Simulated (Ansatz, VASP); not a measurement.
## Two plane-wave programs on CaC

```
Ca C
1.0
     1.70310   -6.96883    0.00000
     1.70310    6.96883    0.00000
     0.00000    0.00000    2.76078
Ca C
2 2
Direct
  0.87899 0.12101 0.25000
  0.12101 0.87899 0.75000
  0.52534 0.47466 0.25000
  0.47466 0.52534 0.75000
```

Alike in both runs: functional PBE; k mesh 6 × 6 × 6; occupations gaussian, width 0.1 eV; no spin polarisation.

Ansatz relaxed the structure, and its values are those at the end. VASP's run is a single point on that final structure, the one shown.

```csv
,VASP,Ansatz
version,VASP 6.6.1,Ansatz 0.2.0
potentials or method,"VASP PAW PBE potentials, release 64 (Ca_sv, C), cutoff 520 eV","scalar-relativistic, plane waves, PAW"
valence electrons in the cell,28,28
```

```csv
,VASP,Ansatz,Ansatz less VASP
gap on the k mesh at the Fermi level (eV),none,none,-
pressure (GPa),0.4,0.0,-0.39
rms of the force components (eV/Å),0.016,0.002,-0.0137
```

A gap of «none» marks a metal or a gap that the smearing closes. With one functional, cell and mesh, what is left measures potentials, basis and numerics.

The k mesh is coarse, so the values compare programs but aren't converged.
